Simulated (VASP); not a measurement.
# Pr2SbSe2 (P4/mmm) in VASP: relaxation of cell and atoms with PBE

Aim: the relaxation of cell and atoms of Pr2SbSe2 with PBE.

Program: VASP 6.6.1. These are calculated values, not measurements. Logs are shortened: lines on timing, memory, paths and dates and some standing lists are left out, and cuts for length are marked.

## 1. The cell of the first run

It takes space group P4/mmm (No. 123, tetragonal). Conventional cell: a = 3.773 Å, b = 3.773 Å, c = 12.387 Å, α = 90.00°, β = 90.00°, γ = 90.00°. Pr (site symmetry 4mm) has 4 Se at 2.97 Å and 4 Sb at 3.64 Å and 4 Pr at 3.77 Å within 3.9 Å. Within 4.8 Å of Sb (site symmetry 4/mmm) lie 8 Pr at 3.64 Å and 2 Se at 3.77 Å and 4 Sb at 3.77 Å. Within 3.9 Å of Se (site symmetry 4mm) lie 4 Pr at 2.97 Å and 1 Sb at 3.77 Å and 4 Se at 3.77 Å.

The cell was generated, and may not be a known phase.

## 2. Relaxation of cell and atoms, PBE

Contents of INCAR:

```
SYSTEM = Pr2SbSe2
ALGO = Normal
EDIFF = 1E-7
EDIFFG = -0.01
ENCUT = 500
GGA = PE
GGA_COMPAT = .FALSE.
IBRION = 2
ISIF = 3
ISMEAR = 0
LASPH = .TRUE.
LCHARG = .FALSE.
LMAXMIX = 6
LREAL = .FALSE.
LWAVE = .FALSE.
NELM = 200
NELMIN = 4
NSW = 100
PREC = Accurate
SIGMA = 0.1
```

Contents of KPOINTS:

```
k-points
0
G
  10 10 4
  0 0 0
```

Contents of POSCAR:

```
Pr2SbSe2
1.0
    3.7734855465      0.0000000000      0.0000000000
    0.0000000000      3.7734855465      0.0000000000
    0.0000000000      0.0000000000     12.3867463840
Pr Sb Se
2 1 2
Direct
    0.5000000000      0.5000000000      0.8004937864
    0.5000000000      0.5000000000      0.1995062136
    0.0000000000      0.0000000000      0.0000000000
    0.0000000000      0.0000000000      0.3041382952
    0.0000000000      0.0000000000      0.6958617048
```

Potentials or basis: VASP PAW PBE potentials, release 64 (Pr_3, Sb, Se), 4f in core.

On the command line:

```
> cat potpaw_PBE.64/Pr_3/POTCAR potpaw_PBE.64/Sb/POTCAR potpaw_PBE.64/Se/POTCAR > POTCAR
> mpirun -np 1 vasp_std > vasp.out
```

OUTCAR:

```text
SYSTEM = Pr2SbSe2
   EDIFF = 1E-7
   EDIFFG = -0.01
   ENCUT = 500
   GGA = PE
   IBRION = 2
   ISIF = 3
   ISMEAR = 0
   LASPH = .TRUE.
   LREAL = .FALSE.
   NELM = 200
   NELMIN = 4
   NSW = 100
   PREC = Accurate

 ion  position               nearest neighbor table
   1  0.500  0.500  0.800-   5 2.97   5 2.97   5 2.97   5 2.97   3 3.64   3 3.64   3 3.64   3 3.64

   2  0.500  0.500  0.200-   4 2.97   4 2.97   4 2.97   4 2.97   3 3.64   3 3.64   3 3.64   3 3.64

   3  0.000  0.000  0.000-   1 3.64   2 3.64   1 3.64   2 3.64   1 3.64   2 3.64   1 3.64   2 3.64

   4  0.000  0.000  0.304-   2 2.97   2 2.97   2 2.97   2 2.97
   5  0.000  0.000  0.696-   1 2.97   1 2.97   1 2.97   1 2.97

  LATTYP: Found a simple tetragonal cell.
 ALAT       =     3.7734855465
 C/A-ratio  =     3.2825742225

  Lattice vectors:

 A1 = (   3.7734855465,   0.0000000000,   0.0000000000)
 A2 = (   0.0000000000,   3.7734855465,   0.0000000000)
 A3 = (   0.0000000000,   0.0000000000,  12.3867463840)

Analysis of symmetry for initial positions (statically):
=====================================================================
 Subroutine PRICEL returns:
 Original cell was already a primitive cell.

 Routine SETGRP: Setting up the symmetry group for a
 simple tetragonal supercell.

 Subroutine GETGRP returns: Found 16 space group operations
 (whereof 16 operations were pure point group operations)
 out of a pool of 16 trial point group operations.

The static configuration has the point symmetry D_4h.

Analysis of symmetry for dynamics (positions and initial velocities):
=====================================================================
 Subroutine PRICEL returns:
 Original cell was already a primitive cell.

 Routine SETGRP: Setting up the symmetry group for a
 simple tetragonal supercell.

 Subroutine GETGRP returns: Found 16 space group operations
 (whereof 16 operations were pure point group operations)
 out of a pool of 16 trial point group operations.

The dynamic configuration has the point symmetry D_4h.

 Subroutine INISYM returns: Found 16 space group operations
 (whereof 16 operations are pure point group operations),
 and found     1 'primitive' translations

----------------------------------------------------------------------------------------

                                     Primitive cell

  volume of cell :     176.3773

  direct lattice vectors                    reciprocal lattice vectors
     3.773485546  0.000000000  0.000000000     0.265006978  0.000000000  0.000000000
[... 103 lines left out ...]
   NELECT =      39.0000    total number of electrons
   NUPDOWN=      -1.0000    fix difference up-down
   EMIN   =  10.00;   EMAX   =-10.00  energy-range for DOS
   EFERMI =   0.00;   METHOD = LEGACY
   ISMEAR =     0;   SIGMA  =   0.10  broadening in eV -4-tet -1-fermi 0-gaus
   EFERMI_NEDOS =   21; number of points for ismear=-14 and -15
   IALGO  =     38    algorithm
   IMIX   =      4    mixing-type and parameters
     AMIX     =   0.40;   BMIX     =  1.00
     AMIX_MAG =   1.60;   BMIX_MAG =  1.00
  volume/ion in A,a.u.               =      35.28       238.05
  Fermi-wavevector in a.u.,A,eV,Ry     =   0.989955  1.870744 13.333860  0.980011
  Thomas-Fermi vector in A             =   2.121591
   LORBIT       =      0    0 simple, 1 ext, 2 COOP (PROOUT), +10 PAW based schemes
   GGA     = PE    functional components
   LHFCALC =     F    Hartree Fock is set to
   AEXX    =    0.0000 exact exchange contribution
   IVDW    =     0    specifies the selected vdW correction
   LEPSILON=     F    determine dielectric tensor
   LRPA    =     F    only Hartree local field effects (RPA)
 conjugate gradient relaxation of ions
 non-spin polarized calculation
 Gauss-broadening in eV      SIGMA  =   0.10
  energy-cutoff  :      500.00
  volume of cell :      176.38
 maximum number of plane-waves:      4509
 NGX is ok and might be reduce to    28
   NGX = 13   NGY = 13   NGZ = 45

--------------------------------------- Ionic step        1  -------------------------------------------

 number of electron      38.9999999 magnetization

 Free energy of the ion-electron system (eV)
  ---------------------------------------------------
  ext. energy  EPLUGINS =         0.00000000
  ---------------------------------------------------
  free energy    TOTEN  =       -27.08717748 eV

  energy without entropy =      -27.07794349  energy(sigma->0) =      -27.08256048

------------------------ aborting loop because EDIFF is reached ----------------------------------------

  FORCE on cell =-STRESS in cart. coord.  units (eV):
  Direction    XX          YY          ZZ          XY          YZ          ZX
  --------------------------------------------------------------------------------------
  -------------------------------------------------------------------------------------
  Total        0.1314634      0.1314634      0.0915132      0.0000000      0.0000000      0.0000000
  in kB        1.1941884      1.1941884      0.8312884      0.0000000      0.0000000      0.0000000
  external PRESSURE =       1.0732217 kB  Pullay stress =       0.0000000 kB
[... 65 lines left out ...]
--------------------------------------- Ionic step        3  -------------------------------------------

 number of electron      38.9999999 magnetization

 Free energy of the ion-electron system (eV)
  ---------------------------------------------------
  ext. energy  EPLUGINS =         0.00000000
  ---------------------------------------------------
  free energy    TOTEN  =       -27.08730849 eV

  energy without entropy =      -27.07806673  energy(sigma->0) =      -27.08268761

 E-fermi :   2.6926     XC(G=0):  -8.4005

 val. band max:        2.5748668625   @ k =   0.5000   0.3000   0.0000
 cond. band min:       2.7036377699   @ k =   0.4000   0.4000   0.5000
 fundamental gap:      0.1287709075
 Fermi energy:         2.6925800431

 k-point     1 :       0.0000    0.0000    0.0000
  band No.  band energies     occupation
      1     -33.9157      2.00000
      2     -33.9151      2.00000
      3     -16.0338      2.00000
      4     -16.0038      2.00000
      5     -15.6338      2.00000
      6     -15.6338      2.00000
[... 613 lines left out ...]
     22       3.4905      0.00000
     23       5.3027      0.00000

 [... further k-points ...]

------------------------ aborting loop because EDIFF is reached ----------------------------------------

  FORCE on cell =-STRESS in cart. coord.  units (eV):
  Direction    XX          YY          ZZ          XY          YZ          ZX
  --------------------------------------------------------------------------------------
  -------------------------------------------------------------------------------------
  Total        0.0005806      0.0005806      0.0096795      0.0000000      0.0000000     -0.0000000
  in kB        0.0052636      0.0052636      0.0877538      0.0000000      0.0000000     -0.0000000
  external PRESSURE =       0.0327603 kB  Pullay stress =       0.0000000 kB
[... 20 lines left out ...]
  FREE ENERGIE OF THE ION-ELECTRON SYSTEM (eV)
  ---------------------------------------------------
  free  energy   TOTEN  =       -27.0873084896 eV

  energy  without entropy=      -27.0780667307  energy(sigma->0) =      -27.08268761

 reached required accuracy - stopping structural energy minimisation
```

OSZICAR:

```text
N       E                     dE             d eps       ncg     rms          rms(c)
DAV:   1     0.304061337402E+03    0.30406E+03   -0.16386E+04  2898   0.138E+03
DAV:   2    -0.162303054473E+01   -0.30568E+03   -0.30261E+03  3441   0.320E+02
DAV:   3    -0.263464972709E+02   -0.24723E+02   -0.24462E+02  4666   0.801E+01
[... 29 lines left out ...]
DAV:   4    -0.270872974519E+02   -0.85978E-05   -0.60524E-05  4823   0.287E-02    0.101E-02
DAV:   5    -0.270873044716E+02   -0.70197E-05   -0.63810E-06  4793   0.114E-02    0.565E-03
DAV:   6    -0.270873082610E+02   -0.37893E-05   -0.24709E-06  4928   0.775E-03    0.156E-03
DAV:   7    -0.270873084725E+02   -0.21150E-06   -0.52829E-07  4043   0.370E-03    0.784E-04
DAV:   8    -0.270873084896E+02   -0.17108E-07   -0.46092E-08  2065   0.109E-03
   3 F= -.27087308E+02 E0= -.27082688E+02  d E =-.131014E-03
```

Run time: 4.9 min. Hardware: 1 thread of Intel Xeon 6975P-C (Granite Rapids), shared host; peak memory 0.44 GiB.

Results:

```yaml
Free_energy: -27.0873 eV
Relaxed_volume: 35.35 Å³/atom
Relaxed_cell: a = 3.776 Å, b = 3.776 Å, c = 12.393 Å, α = 90.00°, β = 90.00°, γ = 90.00°
Space_group_after_relaxing_to_0.1_Å: P4/mmm (No. 123)
Energy_gained_by_relaxing: 0.0 meV/atom
Ionic_steps: 3
Pressure_after_relaxing: 0.0 GPa
Band_gap_on_the_k_mesh: zero (an odd number of electrons rules out a gap without spin polarisation)
```

The path:
```csv
step,energy change (eV),largest force (eV/Å),pressure (GPa),volume (Å³)
1,0.0000,0.0185,0.11,176.38
2,-0.0001,0.0122,-0.07,176.98
3,-0.0001,0.0011,0.00,176.73
```

Final structure:
```xyz
5
Lattice="3.7762 0.0000 0.0000 0.0000 3.7762 0.0000 0.0000 0.0000 12.3930" Properties=species:S:1:pos:R:3 pbc="T T T"
Pr    1.8881    1.8881    9.9208
Pr    1.8881    1.8881    2.4722
Sb    0.0000    0.0000    0.0000
Se    0.0000    0.0000    3.7697
Se    0.0000    3.7762    8.6233
```

Caveat: spin-orbit coupling is left out, which moves the levels of the heavy elements; this functional lacks dispersion, which binds layers or chains, so the pressure and a relaxed spacing across them are unreliable; the 4f electrons are frozen in the core, so they carry no moment and show no levels; the run has no spin polarisation, though such a crystal can be magnetic.

The gap in the log of VASP goes by the Fermi energy; the results here count the filled bands.